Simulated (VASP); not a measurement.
# Ru5Rh in VASP: single point with PBEsol

Aim: the single point of Ru5Rh with PBEsol.

All numbers are computed with VASP 6.6.1; they aren't measurements. Logs are shortened: lines on timing, memory, paths and dates and some standing lists are left out, and cuts for length are marked.

## 1. The cell of the first run

The cell holds a slab with vacuum, 6 atoms: a = 2.691 Å, b = 4.249 Å, c = 21.437 Å, α = 90.00°, β = 90.00°, γ = 90.00°.

## 2. Single point, PBEsol

INCAR reads:

```
SYSTEM = Ru5Rh
PREC = Accurate
ENCUT = 520
EDIFF = 1E-6
ISMEAR = -1
SIGMA = 0.08
LREAL = .FALSE.
LASPH = .TRUE.
NELM = 60
ALGO = Normal
ISIF = 2
LWAVE = .FALSE.
LCHARG = .FALSE.
LDIPOL = .TRUE.
IDIPOL = 3
DIPOL = 0.5 0.5 0.500
GGA = PS
NBANDS = 52
```

KPOINTS reads:

```
regular mesh
0
G
  13 9 1
  0 0 0
```

POSCAR reads:

```
Ru5Rh
1.0
    2.6907521390      0.0000000000      0.0000000000
    0.0000000000      4.2493843975      0.0000000000
    0.0000000000      0.0000000000     21.4373000000
Ru Rh
5 1
Direct
    0.7500000000      0.7500000000      0.3793277458
    0.2500000000      0.2500000000      0.4090318242
    0.7500000000      0.2500000000      0.5169628122
    0.7500000000      0.7500000000      0.5909681755
    0.2500000000      0.2500000000      0.6206722545
    0.2500000000      0.7500000000      0.4830371878
```

Potentials or basis: VASP PAW PBE potentials, release 64 (Ru_pv, Rh_pv).

Launch:

```
cat potpaw_PBE.64/Ru_pv/POTCAR potpaw_PBE.64/Rh_pv/POTCAR > POTCAR
mpirun -np 1 vasp_std > vasp.out
```

OUTCAR:

```text
SYSTEM = Ru5Rh
   PREC = Accurate
   ENCUT = 520
   EDIFF = 1E-6
   ISMEAR = -1
   LREAL = .FALSE.
   LASPH = .TRUE.
   NELM = 60
   ISIF = 2
   GGA = PS

 ion  position               nearest neighbor table
   1  0.750  0.750  0.379-   2 2.59   2 2.59   2 2.59   2 2.59   6 2.60   6 2.60
   2  0.250  0.250  0.409-   1 2.59   1 2.59   1 2.59   1 2.59   6 2.65   6 2.65   3 2.68   3 2.68

   3  0.750  0.250  0.517-   5 2.60   5 2.60   6 2.62   6 2.62   6 2.62   6 2.62   4 2.65   4 2.65
                             2 2.68   2 2.68
   4  0.750  0.750  0.591-   5 2.59   5 2.59   5 2.59   5 2.59   3 2.65   3 2.65   6 2.68   6 2.68

   5  0.250  0.250  0.621-   4 2.59   4 2.59   4 2.59   4 2.59   3 2.60   3 2.60
   6  0.250  0.750  0.483-   1 2.60   1 2.60   3 2.62   3 2.62   3 2.62   3 2.62   2 2.65   2 2.65
                             4 2.68   4 2.68

  LATTYP: Found a simple orthorhombic cell.
 ALAT       =     2.6907521390
 B/A-ratio  =     1.5792552335
 C/A-ratio  =     7.9670288799

  Lattice vectors:

 A1 = (   2.6907521390,   0.0000000000,   0.0000000000)
 A2 = (   0.0000000000,   4.2493843975,   0.0000000000)
 A3 = (   0.0000000000,   0.0000000000,  21.4373000000)

Analysis of symmetry for initial positions (statically):
=====================================================================
 Subroutine PRICEL returns:
 Original cell was already a primitive cell.

 Routine SETGRP: Setting up the symmetry group for a
 simple orthorhombic supercell.

 Subroutine GETGRP returns: Found  4 space group operations
 (whereof  1 operations were pure point group operations)
 out of a pool of  8 trial point group operations.

The static configuration has the point symmetry C_1 .
 The point group associated with its full space group is C_2v.

Analysis of symmetry for dynamics (positions and initial velocities):
=====================================================================
 Subroutine PRICEL returns:
 Original cell was already a primitive cell.

 Routine SETGRP: Setting up the symmetry group for a
 simple orthorhombic supercell.

 Subroutine GETGRP returns: Found  4 space group operations
 (whereof  1 operations were pure point group operations)
 out of a pool of  8 trial point group operations.

The dynamic configuration has the point symmetry C_1 .
 The point group associated with its full space group is C_2v.

 Subroutine INISYM returns: Found  4 space group operations
 (whereof  1 operations are pure point group operations),
 and found     1 'primitive' translations

----------------------------------------------------------------------------------------

                                     Primitive cell

  volume of cell :     245.1149

  direct lattice vectors                    reciprocal lattice vectors
     2.690752139  0.000000000  0.000000000     0.371643298  0.000000000  0.000000000
     0.000000000  4.249384398  0.000000000     0.000000000  0.235328204  0.000000000
     0.000000000  0.000000000 21.437300000     0.000000000  0.000000000  0.046647666

  length of vectors
     2.690752139  4.249384398 21.437300000     0.371643298  0.235328204  0.046647666

  position of ions in fractional coordinates (direct lattice)
     0.750000000  0.750000000  0.379327746
     0.250000000  0.250000000  0.409031824
     0.750000000  0.250000000  0.516962812
     0.750000000  0.750000000  0.590968176
     0.250000000  0.250000000  0.620672255
     0.250000000  0.750000000  0.483037188

  ion indices of the primitive-cell ions
   primitive index   ion index
                 1           1
                 2           2
                 3           3
                 4           4
                 5           5
                 6           6

----------------------------------------------------------------------------------------

 KPOINTS: regular mesh

Automatic generation of k-mesh.
 Grid dimensions read from file:
 generate k-points for:   13    9    1

 Generating k-lattice:

  Cartesian coordinates                     Fractional coordinates (reciprocal lattice)
     0.028587946  0.000000000  0.000000000     0.076923077  0.000000000  0.000000000
     0.000000000  0.026147578  0.000000000     0.000000000  0.111111111  0.000000000
     0.000000000  0.000000000  0.046647666     0.000000000  0.000000000  1.000000000

  Length of vectors
     0.028587946  0.026147578  0.046647666

  Shift w.r.t. Gamma in fractional coordinates (k-lattice)
     0.000000000  0.000000000  0.000000000

 Subroutine IBZKPT returns following result:
 ===========================================

 Found     35 irreducible k-points:

 Following reciprocal coordinates:
            Coordinates               Weight
  0.000000  0.000000  0.000000      1.000000
  0.076923  0.000000  0.000000      2.000000
  0.153846  0.000000  0.000000      2.000000
  0.230769  0.000000  0.000000      2.000000
  0.307692  0.000000  0.000000      2.000000
  0.384615  0.000000  0.000000      2.000000
[... 16 lines left out ...]
  0.076923  0.333333  0.000000      4.000000
  0.153846  0.333333  0.000000      4.000000
 [... further k-points ...]
   k-points           NKPTS =     35   k-points in BZ     NKDIM =     35   number of bands    NBANDS=     52
   number of dos      NEDOS =    301   number of ions     NIONS =      6
   total plane-waves  NPLWV = 102400
   dimension x,y,z NGX =    20 NGY =   32 NGZ =  160
   dimension x,y,z NGXF=    40 NGYF=   64 NGZF=  320
   ions per type =               5   1
   NGX,Y,Z   is equivalent  to a cutoff of  12.36, 12.52, 12.41 a.u.
   NGXF,Y,Z  is equivalent  to a cutoff of  24.71, 25.04, 24.82 a.u.
 SYSTEM =  Ru5Rh
   PREC   = accura    normal or accurate (medium, high low for compatibility)
   ISTART =      0    job   : 0-new  1-cont  2-samecut
   ICHARG =      2    charge: 1-file 2-atom 10-const
   ISPIN  =      1    spin polarized calculation?
   LNONCOLLINEAR =      F non collinear calculations
   LSORBIT =      F    spin-orbit coupling
   LASPH  =      T    aspherical Exc in radial PAW
   ENCUT  =  520.0 eV  38.22 Ry    6.18 a.u.   5.00  7.90 39.86*2*pi/ulx,y,z
   NELM   =     60;   NELMIN=  2; NELMDL= -5     # of ELM steps
   EDIFF  = 0.1E-05   stopping-criterion for ELM
   LREAL  =      F    real-space projection
   EDIFFG = 0.1E-04   stopping-criterion for IOM
   NSW    =      0    number of steps for IOM
   IBRION =     -1    ionic relax: 0-MD 1-quasi-New 2-CG
   NFREE  =      0    steps in history (QN), initial steepest desc. (CG)
   ISIF   =      2    stress and relaxation
   ISYM   =      2    0-nonsym 1-usesym 2-fastsym
   POTIM  = 0.5000    time-step for ionic-motion
   TEBEG  =    0.0;   TEEND  =   0.0 temperature during run
   PSTRESS=    0.0 pullay stress
   NELECT =      85.0000    total number of electrons
   NUPDOWN=      -1.0000    fix difference up-down
   EMIN   =  10.00;   EMAX   =-10.00  energy-range for DOS
   EFERMI =   0.00;   METHOD = LEGACY
   ISMEAR =    -1;   SIGMA  =   0.08  broadening in eV -4-tet -1-fermi 0-gaus
   EFERMI_NEDOS =   21; number of points for ismear=-14 and -15
   IALGO  =     38    algorithm
   IMIX   =      4    mixing-type and parameters
     AMIX     =   0.40;   BMIX     =  1.00
     AMIX_MAG =   1.60;   BMIX_MAG =  1.00
  volume/ion in A,a.u.               =      40.85       275.69
  Fermi-wavevector in a.u.,A,eV,Ry     =   1.150159  2.173485 17.998680  1.322866
  Thomas-Fermi vector in A             =   2.286824
   LORBIT       =      0    0 simple, 1 ext, 2 COOP (PROOUT), +10 PAW based schemes
   GGA     = PS    functional components
   LHFCALC =     F    Hartree Fock is set to
   AEXX    =    0.0000 exact exchange contribution
   IVDW    =     0    specifies the selected vdW correction
   LEPSILON=     F    determine dielectric tensor
   LRPA    =     F    only Hartree local field effects (RPA)
 non-spin polarized calculation
  energy-cutoff  :      520.00
  volume of cell :      245.11
 maximum number of plane-waves:      6658
   NGX = 11   NGY = 15   NGZ = 79

 dipolmoment           0.000000      0.000000      0.001781 electrons x Angstroem

 number of electron      85.0000007 magnetization

 dipolmoment           0.000000      0.000000     -0.003668 electrons x Angstroem

 Free energy of the ion-electron system (eV)
  ---------------------------------------------------
  ext. energy  EPLUGINS =         0.00000000
  ---------------------------------------------------
  free energy    TOTEN  =       -54.15473709 eV

  energy without entropy =      -53.98030473  energy(sigma->0) =      -54.06752091

 E-fermi :   0.8932     XC(G=0):  -5.6078

 val. band max:        0.8880768272   @ k =   0.1538   0.3333   0.0000
 cond. band min:       0.8963339390   @ k =   0.3077   0.0000   0.0000
 fundamental gap:      0.0082571118
 Fermi energy:         0.8931555636

 k-point     1 :       0.0000    0.0000    0.0000
  band No.  band energies     occupation
      1     -46.2534      2.00000
      2     -46.2386      2.00000
      3     -45.9838      2.00000
      4     -42.5304      2.00000
      5     -42.4714      2.00000
      6     -42.3587      2.00000
[... 44 lines left out ...]
     51       3.0789      0.00000
     52       3.1113      0.00000

 k-point     2 :       0.0769    0.0000    0.0000
  band No.  band energies     occupation
      1     -46.2494      2.00000
      2     -46.2360      2.00000
      3     -46.0070      2.00000
      4     -42.5186      2.00000
      5     -42.4633      2.00000
      6     -42.3428      2.00000
[... 44 lines left out ...]
     51       2.9700      0.00000
     52       3.3623      0.00000
[... 1153 lines left out ...]
     51       2.4819      0.00000
     52       2.6894      0.00000

 k-point    24 :       0.1538    0.3333    0.0000
  band No.  band energies     occupation
      1     -46.2344      2.00000
      2     -46.2246      2.00000
      3     -46.0716      2.00000
      4     -42.5268      2.00000
      5     -42.3379      2.00000
      6     -42.1964      2.00000
[... 44 lines left out ...]
     51       3.1791      0.00000
     52       3.2512      0.00000

 [... further k-points ...]

------------------------ aborting loop because EDIFF is reached ----------------------------------------

 vacuum level on the upper side and lower side of the slab       (xc-potential included)        -0.134        -0.079

  FORCE on cell =-STRESS in cart. coord.  units (eV):
  Direction    XX          YY          ZZ          XY          YZ          ZX
  --------------------------------------------------------------------------------------
  -------------------------------------------------------------------------------------
  Total       -4.6536402     -1.7575588      0.7024155      0.0000000      0.0000000      0.0000000
  in kB      -30.4182050    -11.4881647      4.5912917      0.0000000      0.0000000      0.0000000
  external PRESSURE =     -12.4383593 kB  Pullay stress =       0.0000000 kB

 VOLUME and BASIS-vectors are now :
 -----------------------------------------------------------------------------
  energy-cutoff  :      520.00
  volume of cell :      245.11
      direct lattice vectors                 reciprocal lattice vectors
     2.690752139  0.000000000  0.000000000     0.371643298  0.000000000  0.000000000
     0.000000000  4.249384398  0.000000000     0.000000000  0.235328204  0.000000000
     0.000000000  0.000000000 21.437300000     0.000000000  0.000000000  0.046647666

 POSITION                                       TOTAL-FORCE (eV/Angst)
 -----------------------------------------------------------------------------------
      2.01806      3.18704      8.13176         0.000000      0.000000     -0.432209
      0.67269      1.06235      8.76854         0.000000      0.000000      0.115609
      2.01806      1.06235     11.08229         0.000000      0.000000      0.026378
      2.01806      3.18704     12.66876         0.000000      0.000000      0.121536
      0.67269      1.06235     13.30554         0.000000      0.000000     -0.100482
      0.67269      3.18704     10.35501         0.000000      0.000000      0.269167
 -----------------------------------------------------------------------------------
    total drift:                               -0.000000     -0.000000     -0.000381

  FREE ENERGIE OF THE ION-ELECTRON SYSTEM (eV)
  ---------------------------------------------------
  free  energy   TOTEN  =       -54.1547370860 eV

  energy  without entropy=      -53.9803047313  energy(sigma->0) =      -54.06752091

 vacuum level on the upper side and lower side of the slab         5.825         5.880
```

It took 8.7 min on 1 thread of AMD EPYC 7R13 (Zen 3), shared host; peak memory 0.49 GiB.

What came out:

```yaml
Free_energy: -54.1547 eV
Largest_force: 0.432 eV/Å
Band_gap_on_the_k_mesh: zero (an odd number of electrons rules out a gap without spin polarisation)
```

Forces in eV/Å, atoms in the order of the input:
```
Ru   0.000  0.000 -0.432
Ru   0.000  0.000  0.116
Ru   0.000  0.000  0.026
Ru   0.000  0.000  0.122
Ru   0.000  0.000 -0.100
Rh   0.000  0.000  0.269
```

Caveat: the PAW data sets were made with another functional, which shifts forces and pressure a little.
